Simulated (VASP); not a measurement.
# NaB (Fm-3m) in VASP: a series of runs, part 2 of 2

VASP 6.6.1.

## 3. Single point, PBEsol

INCAR

```
SYSTEM = NaB
PREC = Accurate
ENCUT = 520
EDIFF = 1E-6
ISMEAR = 0
SIGMA = 0.05
LREAL = .False.
LASPH = .True.
NELM = 80
ALGO = Normal
ISIF = 2
LWAVE = .False.
LCHARG = .True.
GGA = PS
LELF = .True.
LVHAR = .True.
NBANDS = 12
```

KPOINTS

```
regular mesh
0
Gamma
  11 11 11
  0 0 0
```

POSCAR

```
NaB
1.0
    3.7955640000      0.0000000000      0.0000000000
    1.8977820000      3.2870548457      0.0000000000
    1.8977820000      1.0956849486      3.0990650287
Na B
1 1
Direct
    0.0000000000      0.0000000000      0.0000000000
    0.5000000000      0.5000000000      0.5000000000
```

Potentials or basis: VASP PAW PBE potentials, release 64 (Na_pv, B).

Command:

```
$ cat potpaw_PBE.64/Na_pv/POTCAR potpaw_PBE.64/B/POTCAR > POTCAR
$ mpirun -np 1 vasp_std > vasp.out
```

OUTCAR:

```text
SYSTEM = NaB
   PREC = Accurate
   ENCUT = 520
   EDIFF = 1E-6
   ISMEAR = 0
   LREAL = .False.
   LASPH = .True.
   NELM = 80
   ISIF = 2
   GGA = PS

 ion  position               nearest neighbor table
   1  0.000  0.000  0.000-
   2  0.500  0.500  0.500-

  LATTYP: Found a face centered cubic cell.
 ALAT       =     5.3677380857

  Lattice vectors:

 A1 = (   3.7955640000,   0.0000000000,   0.0000000000)
 A2 = (   1.8977820000,   3.2870548457,   0.0000000000)
 A3 = (   1.8977820000,   1.0956849486,   3.0990650287)

Analysis of symmetry for initial positions (statically):
=====================================================================
 Subroutine PRICEL returns:
 Original cell was already a primitive cell.

 Routine SETGRP: Setting up the symmetry group for a
 face centered cubic supercell.

 Subroutine GETGRP returns: Found 48 space group operations
[... 9 lines left out ...]

 Routine SETGRP: Setting up the symmetry group for a
 face centered cubic supercell.

 Subroutine GETGRP returns: Found 48 space group operations
[... 11 lines left out ...]
                                     Primitive cell

  volume of cell :      38.6646

[... 141 lines left out ...]
 cond. band min:       0.7150061468   @ k =   0.3636   0.2727   0.0909
 fundamental gap:      0.0161127245
 Fermi energy:         0.7114258277

 k-point     1 :       0.0000    0.0000    0.0000
  band No.  band energies     occupation
      1     -22.1744      2.00000
      2     -22.1744      2.00000
      3     -22.1744      2.00000
      4      -6.4473      2.00000
      5       3.1224      0.00000
      6       3.1224      0.00000
      7       3.1224      0.00000
      8       8.1300      0.00000
      9      10.8531      0.00000
     10      10.8531      0.00000
     11      10.8531      0.00000
     12      13.0663      0.00000
[... 331 lines left out ...]
 k-point    24 :      -0.1818    0.1818   -0.0000
  band No.  band energies     occupation
      1     -22.1976      2.00000
      2     -22.1837      2.00000
      3     -22.1763      2.00000
      4      -5.4451      2.00000
      5       0.8650      0.00001
      6       1.8645      0.00000
      7       2.7802      0.00000
      8       9.2829      0.00000
      9       9.3539      0.00000
     10      11.0447      0.00000
     11      12.2215      0.00000
     12      12.2673      0.00000

 [... further k-points ...]
[... 5 lines left out ...]
  --------------------------------------------------------------------------------------
  -------------------------------------------------------------------------------------
  Total       -0.2068697     -0.2068697     -0.2068697      0.0000000     -0.0000000      0.0000000
  in kB       -8.5722225     -8.5722225     -8.5722225      0.0000000     -0.0000000      0.0000000
  external PRESSURE =      -8.5722225 kB  Pullay stress =       0.0000000 kB

 VOLUME and BASIS-vectors are now :
 -----------------------------------------------------------------------------
  energy-cutoff  :      520.00
  volume of cell :       38.66
      direct lattice vectors                 reciprocal lattice vectors
     3.795564000  0.000000000  0.000000000     0.263465456 -0.152111852 -0.107559322
     1.897782000  3.287054846  0.000000000     0.000000000  0.304223704 -0.107559322
     1.897782000  1.095684949  3.099065029     0.000000000  0.000000000  0.322677966

 POSITION                                       TOTAL-FORCE (eV/Angst)
 -----------------------------------------------------------------------------------
      0.00000      0.00000      0.00000        -0.000000      0.000000      0.000000
      3.79556      2.19137      1.54953         0.000000     -0.000000      0.000000
 -----------------------------------------------------------------------------------
    total drift:                                0.000000     -0.000000     -0.000000

  FREE ENERGIE OF THE ION-ELECTRON SYSTEM (eV)
  ---------------------------------------------------
  free  energy   TOTEN  =        -4.5753986589 eV

  energy  without entropy=       -4.5734790241  energy(sigma->0) =       -4.57443884
```

OSZICAR:

```text
N       E                     dE             d eps       ncg     rms          rms(c)
DAV:   1     0.475733217322E+02    0.47573E+02   -0.53128E+03  1348   0.821E+02
DAV:   2    -0.266949779073E+01   -0.50243E+02   -0.48849E+02  1384   0.205E+02
DAV:   3    -0.456638158128E+01   -0.18969E+01   -0.18778E+01  1692   0.385E+01
DAV:   4    -0.458738797599E+01   -0.21006E-01   -0.20997E-01  1420   0.411E+00
DAV:   5    -0.458760076798E+01   -0.21279E-03   -0.21279E-03  1648   0.433E-01    0.497E-01
DAV:   6    -0.457874417574E+01    0.88566E-02   -0.60373E-03  1896   0.114E+00    0.303E-01
DAV:   7    -0.457554961074E+01    0.31946E-02   -0.59561E-03  1952   0.917E-01    0.915E-02
DAV:   8    -0.457540231250E+01    0.14730E-03   -0.46355E-04  1496   0.314E-01    0.129E-02
DAV:   9    -0.457539841274E+01    0.38998E-05   -0.22753E-05  1656   0.703E-02    0.432E-03
DAV:  10    -0.457539865891E+01   -0.24616E-06   -0.36905E-07   848   0.633E-03
   1 F= -.45753987E+01 E0= -.45744388E+01  d E =-.191963E-02
```

Run time: 14 s. Hardware: 1 thread of AMD EPYC 7R43 (Zen 3), shared host; peak memory 0.13 GiB.

Results:

```yaml
Free_energy: -4.5754 eV
Pressure: -0.9 GPa
Band_gap_on_the_k_mesh: zero (band 5 reaches 3.12 eV, above the bottom of band 6 at 0.20 eV)
```

Caveat: the PAW data sets were made with another functional, which shifts forces and pressure a little.

## 4. Single point, PBE

INCAR

```
SYSTEM = NaB
ALGO = Normal ; EDIFF = 1E-6
ENCUT = 520 ; GGA = PE
ISIF = 2 ; ISMEAR = 0
LASPH = .True. ; LCHARG = .False.
LREAL = .False. ; LWAVE = .False.
NBANDS = 12 ; NELM = 100
PREC = Accurate ; SIGMA = 0.05
```

KPOINTS

```
k-points
0
Gamma
  11 11 11
  0 0 0
```

POSCAR is that of step 3.

Command:

```
$ cat potpaw_PBE.64/Na_pv/POTCAR potpaw_PBE.64/B/POTCAR > POTCAR
$ mpirun -np 1 vasp_std > vasp.out
```

It took 14 s on 1 thread of AMD EPYC 7R43 (Zen 3), shared host; peak memory 0.12 GiB.

Results (log left out):

| Item | Value |
| --- | --- |
| Free energy | -4.3080 eV |
| Pressure | 0.3 GPa |
| Band gap on the k mesh | zero (band 5 reaches 3.13 eV, above the bottom of band 6 at 0.27 eV) |

Levels at points of the mesh, in eV from the Fermi level:
```tsv
k point	band 2	band 3	band 4	band 5	band 6	band 7	band 8	band 9
(0.00, 0.00, 0.00)	-23.04	-23.04	-7.17	2.37	2.37	2.37	7.42	10.23
```

## 5. Single point, r2SCAN

POSCAR is that of step 4.

INCAR.step1

```
SYSTEM = NaB
ALGO = Normal
EDIFF = 1E-4
ENCUT = 520
GGA = PE
ISMEAR = 0
LASPH = .True.
LCHARG = .False.
LREAL = .False.
LWAVE = .True.
NBANDS = 12
NELM = 80
PREC = Accurate
SIGMA = 0.05
```

INCAR.step2

```
SYSTEM = NaB
ALGO = Normal
EDIFF = 1E-6
ENCUT = 520
ISIF = 2
ISMEAR = 0
ISTART = 1
LASPH = .True.
LCHARG = .False.
LMIXTAU = .True.
LREAL = .False.
LWAVE = .False.
METAGGA = R2SCAN
NBANDS = 12
NELM = 80
PREC = Accurate
SIGMA = 0.05
```

KPOINTS is that of step 4.

Command:

```
$ cat potpaw_PBE.64/Na_pv/POTCAR potpaw_PBE.64/B/POTCAR > POTCAR
$ cp INCAR.step1 INCAR
$ mpirun -np 1 vasp_std > vasp.out
$ cp INCAR.step2 INCAR
$ mpirun -np 1 vasp_std > vasp.out
```

It took 90 s on 1 thread of AMD EPYC 7R43 (Zen 3), shared host; peak memory 0.13 GiB.

It converged, with:

```
Free energy            : -7.1717 eV
Pressure               : -0.3 GPa
Band gap on the k mesh : zero (band 5 reaches 3.32 eV, above the bottom of band 6 at 0.26 eV)
```

Levels at points of the mesh, in eV from the Fermi level:
```csv
k point,band 2,band 3,band 4,band 5,band 6,band 7,band 8,band 9
"(0.00, 0.00, 0.00)",-24.14,-24.14,-7.69,2.55,2.55,2.55,8.18,10.68
```

Caveat: the PAW data sets were made with another functional, which shifts forces and pressure a little.

## 6. Overview

```csv
level,potentials or basis,gap on the mesh (eV),pressure (GPa)
LDA,"VASP PAW LDA potentials, release 64 (Na_pv, B)",none,-2.4
PBEsol,"VASP PAW PBE potentials, release 64 (Na_pv, B)",none,-0.9
PBE,"VASP PAW PBE potentials, release 64 (Na_pv, B)",none,0.3
r2SCAN,"VASP PAW PBE potentials, release 64 (Na_pv, B)",none,-0.3
```

Alike in all rows: task single point; no spin polarisation; cell as given; k mesh 11 × 11 × 11; cutoff (eV) 520; smearing gaussian 0.05 eV.

Caveats: the PAW data sets were made with another functional, which shifts forces and pressure a little (some runs).

Absolute energies hang on the potentials; compare differences alone.
